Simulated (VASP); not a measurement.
# AlN (m.b) (P6_3mc) in VASP: a series of runs

The runs below take AlN (m.b) through single point, relaxation of cell and atoms, with PBE.

All numbers are computed with VASP 6.6.1; they aren't measurements. Logs are shortened: lines on timing, memory, paths and dates and some standing lists are left out, and cuts for length are marked.

### Step 1. The cell of the first run

Symmetry: P6_3mc, No. 186, hexagonal system. The conventional cell has a = 3.110 Å, b = 3.110 Å, c = 4.980 Å, α = 90.00°, β = 90.00°, γ = 120.00°. Within 2.5 Å of Al (site symmetry 3m) lie 4 N at 1.88 to 1.90 Å. Within 2.5 Å of N (site symmetry 3m) lie 4 Al at 1.88 to 1.90 Å.

### Step 2. Single point, PBE

File INCAR:

```
PREC = Accurate ; ENCUT = 600
EDIFF = 1E-6 ; ISMEAR = 0
SIGMA = 0.1 ; LREAL = False
LASPH = True ; NELM = 120
ALGO = Normal ; ISIF = 2
LWAVE = False ; LCHARG = False
GGA = PE ; NBANDS = 16
GGA_COMPAT = False
```

File KPOINTS:

```
Automatic mesh
0
Gamma
  6 6 4
```

File POSCAR:

```
AlN
1.0
    3.1100000000      0.0000000000      0.0000000000
   -1.5550000000      2.6933390000      0.0000000000
    0.0000000000      0.0000000000      4.9800000000
Al N
2 2
Direct
    0.3333333000      0.6666667000      0.0000000000
    0.6666667000      0.3333333000      0.5000000000
    0.3333333000      0.6666667000      0.3770000000
    0.6666667000      0.3333333000      0.8770000000
```

Potentials or basis: VASP PAW PBE potentials, release 64 (Al, N).

Run with:

```bash
$ cat potpaw_PBE.64/Al/POTCAR potpaw_PBE.64/N/POTCAR > POTCAR
$ mpirun -np 1 vasp_std > vasp.out
```

OUTCAR:

```text
PREC = Accurate
   ENCUT = 600
   EDIFF = 1E-6
   ISMEAR = 0
   LREAL = False
   LASPH = True
   NELM = 120
   ISIF = 2
   GGA = PE

 ion  position               nearest neighbor table
   1  0.333  0.667  0.000-   3 1.88   4 1.90   4 1.90   4 1.90   2 3.07   2 3.07   2 3.07   2 3.07
                             2 3.07   2 3.07
   2  0.667  0.333  0.500-   4 1.88   3 1.90   3 1.90   3 1.90   1 3.07   1 3.07   1 3.07   1 3.07
                             1 3.07   1 3.07
   3  0.333  0.667  0.377-   1 1.88   2 1.90   2 1.90   2 1.90
   4  0.667  0.333  0.877-   2 1.88   1 1.90   1 1.90   1 1.90

  LATTYP: Found a hexagonal cell.
 ALAT       =     3.1100000000
 C/A-ratio  =     1.6012861736

  Lattice vectors:

 A1 = (   3.1100000000,   0.0000000000,   0.0000000000)
 A2 = (  -1.5550000000,   2.6933390000,   0.0000000000)
 A3 = (   0.0000000000,   0.0000000000,   4.9800000000)

Analysis of symmetry for initial positions (statically):
=====================================================================
 Subroutine PRICEL returns:
 Original cell was already a primitive cell.

 Routine SETGRP: Setting up the symmetry group for a
 hexagonal supercell.

 Subroutine GETGRP returns: Found 12 space group operations
 (whereof  6 operations were pure point group operations)
 out of a pool of 24 trial point group operations.

The static configuration has the point symmetry C_3v.
 The point group associated with its full space group is C_6v.

Analysis of symmetry for dynamics (positions and initial velocities):
=====================================================================
 Subroutine PRICEL returns:
 Original cell was already a primitive cell.

 Routine SETGRP: Setting up the symmetry group for a
 hexagonal supercell.

 Subroutine GETGRP returns: Found 12 space group operations
 (whereof  6 operations were pure point group operations)
 out of a pool of 24 trial point group operations.

The dynamic configuration has the point symmetry C_3v.
 The point group associated with its full space group is C_6v.

 Subroutine INISYM returns: Found 12 space group operations
 (whereof  6 operations are pure point group operations),
 and found     1 'primitive' translations

----------------------------------------------------------------------------------------

                                     Primitive cell

  volume of cell :      41.7139

  direct lattice vectors                    reciprocal lattice vectors
     3.110000000  0.000000000  0.000000000     0.321543408  0.185643174  0.000000000
    -1.555000000  2.693339000  0.000000000     0.000000000  0.371286348  0.000000000
     0.000000000  0.000000000  4.980000000     0.000000000  0.000000000  0.200803213

  length of vectors
     3.110000000  3.109999995  4.980000000     0.371286347  0.371286348  0.200803213

  position of ions in fractional coordinates (direct lattice)
     0.333333300  0.666666700  0.000000000
     0.666666700  0.333333300  0.500000000
     0.333333300  0.666666700  0.377000000
     0.666666700  0.333333300  0.877000000

  ion indices of the primitive-cell ions
   primitive index   ion index
                 1           1
                 2           2
                 3           3
                 4           4

----------------------------------------------------------------------------------------

 KPOINTS: Automatic mesh

Automatic generation of k-mesh.
 Grid dimensions read from file:
 generate k-points for:    6    6    4

 Generating k-lattice:

  Cartesian coordinates                     Fractional coordinates (reciprocal lattice)
     0.053590568  0.030940529  0.000000000     0.166666667  0.000000000  0.000000000
     0.000000000  0.061881058  0.000000000     0.000000000  0.166666667  0.000000000
     0.000000000  0.000000000  0.050200803     0.000000000  0.000000000  0.250000000

  Length of vectors
     0.061881058  0.061881058  0.050200803

  Shift w.r.t. Gamma in fractional coordinates (k-lattice)
     0.000000000  0.000000000  0.000000000

 Subroutine IBZKPT returns following result:
 ===========================================

 Found     21 irreducible k-points:

 Following reciprocal coordinates:
            Coordinates               Weight
  0.000000  0.000000  0.000000      1.000000
  0.166667 -0.000000  0.000000      6.000000
  0.333333 -0.000000  0.000000      6.000000
  0.500000 -0.000000  0.000000      3.000000
  0.166667  0.166667  0.000000      6.000000
  0.333333  0.166667  0.000000     12.000000
[... 13 lines left out ...]
  0.333333  0.166667  0.500000     12.000000
  0.333333  0.333333  0.500000      2.000000
   k-points           NKPTS =     21   k-points in BZ     NKDIM =     21   number of bands    NBANDS=     16
   number of dos      NEDOS =    301   number of ions     NIONS =      4
   total plane-waves  NPLWV =  31360
   dimension x,y,z NGX =    28 NGY =   28 NGZ =   40
   dimension x,y,z NGXF=    56 NGYF=   56 NGZF=   80
   ions per type =               2   2
   NGX,Y,Z   is equivalent  to a cutoff of  14.97, 14.97, 13.35 a.u.
   NGXF,Y,Z  is equivalent  to a cutoff of  29.93, 29.93, 26.71 a.u.
 SYSTEM =  unknown system
   PREC   = accura    normal or accurate (medium, high low for compatibility)
   ISTART =      0    job   : 0-new  1-cont  2-samecut
   ICHARG =      2    charge: 1-file 2-atom 10-const
   ISPIN  =      1    spin polarized calculation?
   LNONCOLLINEAR =      F non collinear calculations
   LSORBIT =      F    spin-orbit coupling
   LASPH  =      T    aspherical Exc in radial PAW
   ENCUT  =  600.0 eV  44.10 Ry    6.64 a.u.   6.21  6.21  9.95*2*pi/ulx,y,z
   NELM   =    120;   NELMIN=  2; NELMDL= -5     # of ELM steps
   EDIFF  = 0.1E-05   stopping-criterion for ELM
   LREAL  =      F    real-space projection
   EDIFFG = 0.1E-04   stopping-criterion for IOM
   NSW    =      0    number of steps for IOM
   IBRION =     -1    ionic relax: 0-MD 1-quasi-New 2-CG
   NFREE  =      0    steps in history (QN), initial steepest desc. (CG)
   ISIF   =      2    stress and relaxation
   ISYM   =      2    0-nonsym 1-usesym 2-fastsym
   POTIM  = 0.5000    time-step for ionic-motion
   TEBEG  =    0.0;   TEEND  =   0.0 temperature during run
   PSTRESS=    0.0 pullay stress
   NELECT =      16.0000    total number of electrons
   NUPDOWN=      -1.0000    fix difference up-down
   EMIN   =  10.00;   EMAX   =-10.00  energy-range for DOS
   EFERMI =   0.00;   METHOD = LEGACY
   ISMEAR =     0;   SIGMA  =   0.10  broadening in eV -4-tet -1-fermi 0-gaus
   EFERMI_NEDOS =   21; number of points for ismear=-14 and -15
   IALGO  =     38    algorithm
   IMIX   =      4    mixing-type and parameters
     AMIX     =   0.40;   BMIX     =  1.00
     AMIX_MAG =   1.60;   BMIX_MAG =  1.00
  volume/ion in A,a.u.               =      10.43        70.37
  Fermi-wavevector in a.u.,A,eV,Ry     =   1.189473  2.247778 19.250148  1.414846
  Thomas-Fermi vector in A             =   2.325579
   LORBIT       =      0    0 simple, 1 ext, 2 COOP (PROOUT), +10 PAW based schemes
   GGA     = PE    functional components
   LHFCALC =     F    Hartree Fock is set to
   AEXX    =    0.0000 exact exchange contribution
   IVDW    =     0    specifies the selected vdW correction
   LEPSILON=     F    determine dielectric tensor
   LRPA    =     F    only Hartree local field effects (RPA)
 non-spin polarized calculation
 Gauss-broadening in eV      SIGMA  =   0.10
  energy-cutoff  :      600.00
  volume of cell :       41.71
 maximum number of plane-waves:      1412
 NGX is ok and might be reduce to    28
   NGX = 13   NGY = 13   NGZ = 19

 number of electron      16.0000002 magnetization

 Free energy of the ion-electron system (eV)
  ---------------------------------------------------
  ext. energy  EPLUGINS =         0.00000000
  ---------------------------------------------------
  free energy    TOTEN  =       -29.76441005 eV

  energy without entropy =      -29.76441005  energy(sigma->0) =      -29.76441005

 E-fermi :   6.5229     XC(G=0): -10.9161

 val. band max:        6.0915259217   @ k =   0.0000   0.0000   0.0000
 cond. band min:      10.3800739990   @ k =   0.0000   0.0000   0.0000
 fundamental gap:      4.2885480773
 Fermi energy:         6.5228540122

 k-point     1 :       0.0000    0.0000    0.0000
  band No.  band energies     occupation
      1      -9.0298      2.00000
      2      -6.8759      2.00000
      3       0.1406      2.00000
      4       5.3335      2.00000
      5       5.3335      2.00000
      6       5.9837      2.00000
[... 8 lines left out ...]
     15      19.3546      0.00000
     16      19.3546      0.00000

 k-point     2 :       0.1667   -0.0000    0.0000
  band No.  band energies     occupation
      1      -8.6828      2.00000
      2      -6.6891      2.00000
      3       0.5566      2.00000
      4       3.9054      2.00000
      5       4.6875      2.00000
      6       4.9384      2.00000
[... 8 lines left out ...]
     15      18.5732      0.00000
     16      18.9500      0.00000

 k-point     3 :       0.3333   -0.0000    0.0000
  band No.  band energies     occupation
      1      -7.7871      2.00000
      2      -6.3583      2.00000
      3       1.6619      2.00000
      4       1.7177      2.00000
      5       2.8597      2.00000
      6       4.3449      2.00000
[... 8 lines left out ...]
     15      18.3039      0.00000
     16      20.5915      0.00000

 k-point     4 :       0.5000   -0.0000    0.0000
  band No.  band energies     occupation
      1      -7.0623      2.00000
      2      -6.3659      2.00000
      3       0.7231      2.00000
      4       2.0153      2.00000
      5       2.7872      2.00000
      6       4.0976      2.00000
[... 8 lines left out ...]
     15      19.0512      0.00000
     16      21.4096      0.00000

 k-point     5 :       0.1667    0.1667    0.0000
  band No.  band energies     occupation
      1      -8.0552      2.00000
      2      -6.4232      2.00000
      3       1.3406      2.00000
      4       2.7978      2.00000
      5       2.8023      2.00000
      6       4.4887      2.00000
[... 8 lines left out ...]
     15      18.7190      0.00000
     16      20.2351      0.00000

 k-point     6 :       0.3333    0.1667    0.0000
  band No.  band energies     occupation
      1      -7.1360      2.00000
      2      -6.3028      2.00000
      3       1.2170      2.00000
      4       2.2534      2.00000
      5       2.6438      2.00000
      6       3.3940      2.00000
[... 8 lines left out ...]
     15      18.6987      0.00000
     16      20.9136      0.00000
[... 210 lines left out ...]
 k-point    18 :       0.5000   -0.0000    0.5000
  band No.  band energies     occupation
      1      -6.6882      2.00000
      2      -6.6882      2.00000
      3       0.5659      2.00000
      4       0.5659      2.00000
      5       4.7228      2.00000
      6       4.7228      2.00000
[... 8 lines left out ...]
     15      19.4162      0.00000
     16      19.4162      0.00000

 k-point    19 :       0.1667    0.1667    0.5000
  band No.  band energies     occupation
      1      -7.3311      2.00000
      2      -7.3311      2.00000
      3       1.9452      2.00000
      4       1.9452      2.00000
      5       4.3390      2.00000
      6       4.3390      2.00000
[... 8 lines left out ...]
     15      19.1272      0.00000
     16      19.1272      0.00000

 k-point    20 :       0.3333    0.1667    0.5000
  band No.  band energies     occupation
      1      -6.7082      2.00000
      2      -6.7082      2.00000
      3       1.0096      2.00000
      4       1.0096      2.00000
      5       3.5496      2.00000
      6       3.5496      2.00000
[... 8 lines left out ...]
     15      19.6548      0.00000
     16      19.6548      0.00000

 k-point    21 :       0.3333    0.3333    0.5000
  band No.  band energies     occupation
      1      -6.4831      2.00000
      2      -6.4831      2.00000
      3       1.3255      2.00000
      4       1.3255      2.00000
      5       2.3192      2.00000
      6       2.3192      2.00000
[... 8 lines left out ...]
     15      20.0466      0.00000
     16      20.0466      0.00000

------------------------ aborting loop because EDIFF is reached ----------------------------------------

  FORCE on cell =-STRESS in cart. coord.  units (eV):
  Direction    XX          YY          ZZ          XY          YZ          ZX
  --------------------------------------------------------------------------------------
  -------------------------------------------------------------------------------------
  Total        0.7074109      0.7074109      1.6234714      0.0000000      0.0000000      0.0000000
  in kB       27.1707477     27.1707476     62.3554568      0.0000000      0.0000000      0.0000000
  external PRESSURE =      38.8989840 kB  Pullay stress =       0.0000000 kB

 VOLUME and BASIS-vectors are now :
 -----------------------------------------------------------------------------
  energy-cutoff  :      600.00
  volume of cell :       41.71
      direct lattice vectors                 reciprocal lattice vectors
     3.110000000  0.000000000  0.000000000     0.321543408  0.185643174  0.000000000
    -1.555000000  2.693339000  0.000000000     0.000000000  0.371286348  0.000000000
     0.000000000  0.000000000  4.980000000     0.000000000  0.000000000  0.200803213

 POSITION                                       TOTAL-FORCE (eV/Angst)
 -----------------------------------------------------------------------------------
     -0.00000      1.79556      0.00000        -0.000000      0.000000     -0.330430
      1.55500      0.89778      2.49000         0.000000      0.000000     -0.330430
     -0.00000      1.79556      1.87746         0.000000     -0.000000      0.330430
      1.55500      0.89778      4.36746        -0.000000      0.000000      0.330430
 -----------------------------------------------------------------------------------
    total drift:                               -0.000087      0.000050      0.000672

  FREE ENERGIE OF THE ION-ELECTRON SYSTEM (eV)
  ---------------------------------------------------
  free  energy   TOTEN  =       -29.7644100456 eV

  energy  without entropy=      -29.7644100456  energy(sigma->0) =      -29.76441005
```

It took 15 s on 1 thread of Intel Xeon Platinum 8259CL at 2.50GHz (Skylake/Cascade Lake), shared host; peak memory 0.17 GiB.

Results:

```yaml
Free_energy: -29.7644 eV
Pressure: 3.9 GPa
Largest_force: 0.330 eV/Å
Band_gap_on_the_k_mesh: 4.29 eV, direct
```

Forces on the atoms (eV/Å):
```
Al   0.000  0.000 -0.330
Al   0.000  0.000 -0.330
N    0.000  0.000  0.330
N    0.000  0.000  0.330
```

As with any semilocal functional, this PBE gap is likely too small.

### Step 3. Single point, PBE

This run uses another cell than the first one, of 10.64 Å³/atom, 1.020 times its volume.

File INCAR:

```
SYSTEM = AlN
PREC = Accurate
ENCUT = 600
EDIFF = 1E-6
ISMEAR = 0
SIGMA = 0.02
LREAL = .FALSE.
LASPH = .TRUE.
NELM = 120
ALGO = Normal
ISIF = 2
LWAVE = .FALSE.
LCHARG = .FALSE.
GGA = PE
NBANDS = 16
GGA_COMPAT = .FALSE.
```

File KPOINTS:

```
Automatic mesh
0
G
  9 9 6
  0 0 0
```

File POSCAR:

```
AlN
1.0
    3.1297638669      0.0000000000      0.0000000000
   -1.5648819334      2.7104550166      0.0000000000
    0.0000000000      0.0000000000      5.0173206855
Al N
2 2
Direct
    0.3333333333      0.6666666667     -0.0022711168
    0.6666666667      0.3333333333      0.4977288832
    0.3333333333      0.6666666667      0.3792711168
    0.6666666667      0.3333333333      0.8792711168
```

Potentials or basis: VASP PAW PBE potentials, release 64 (Al, N).

Run with:

```bash
$ cat potpaw_PBE.64/Al/POTCAR potpaw_PBE.64/N/POTCAR > POTCAR
$ mpirun -np 1 vasp_std > vasp.out
```

It took 30 s on 1 thread of Intel Xeon Platinum 8259CL at 2.50GHz (Skylake/Cascade Lake), shared host; peak memory 0.18 GiB.

The run converged. Its results:

* Free energy: -29.7836 eV
* Pressure: -0.3 GPa
* Band gap on the k mesh: 4.05 eV, direct

Levels at points of the mesh, in eV from the valence-band top:
| k point | band 5 | band 6 | band 7 | band 8 | band 9 | band 10 | band 11 | band 12 |
| --- | --- | --- | --- | --- | --- | --- | --- | --- |
| (0.00, 0.00, 0.00) | -0.85 | -0.20 | -0.20 | 0.00 | 4.05 | 6.51 | 10.46 | 11.03 |
| (0.00, 0.00, 0.50) | -0.53 | -0.53 | -0.53 | -0.53 | 6.31 | 6.31 | 10.17 | 10.17 |

(Continued in part 2 of 2.)
